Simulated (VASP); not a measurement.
KF, 2 atoms in the cell. The structure is tetragonal, space group I4/mmm (No. 139). The conventional cell has a = 3.970 Å, b = 3.970 Å, c = 5.347 Å, α = 90.00°, β = 90.00°, γ = 90.00°. K (site symmetry 4/mmm) has 6 F at 2.67 to 2.81 Å within 3.5 Å. F (site symmetry 4/mmm) has 6 K at 2.67 to 2.81 Å within 3.5 Å.  This cell differs from its parent crystal: strain +0.050 along x and y, +0.000 along z.

```yaml
Program: VASP 6.6.1
Task: single point
Functional: r2SCAN
Potentials_or_basis: VASP PAW PBE potentials, release 64 (K_sv, F)
Cutoff: 520 eV
k_mesh: 8 × 8 × 8
Occupations: gaussian, width 0.05 eV
Spin: no spin polarisation
Dipole_correction: no
Further_INCAR_settings: ALGO = Normal; EDIFF = 1e-07; NBANDS = 15
```

Potentials or basis: VASP PAW PBE potentials, release 64 (K_sv, F).

Launch:

```console
$ cat potpaw_PBE.64/K_sv/POTCAR potpaw_PBE.64/F/POTCAR > POTCAR
$ cp INCAR.step1 INCAR
$ mpirun -np 1 vasp_std > vasp.out
$ cp INCAR.step2 INCAR
$ mpirun -np 1 vasp_std > vasp.out
```

Hardware: 1 thread of Intel Xeon 8259CL, with other jobs on the host.

Q: Estimate the wall time of this run.

A: Wall time 3.7 min on 1 thread of Intel Xeon 8259CL, on a shared host, peak memory 0.19 GiB. Counts: k points 59.
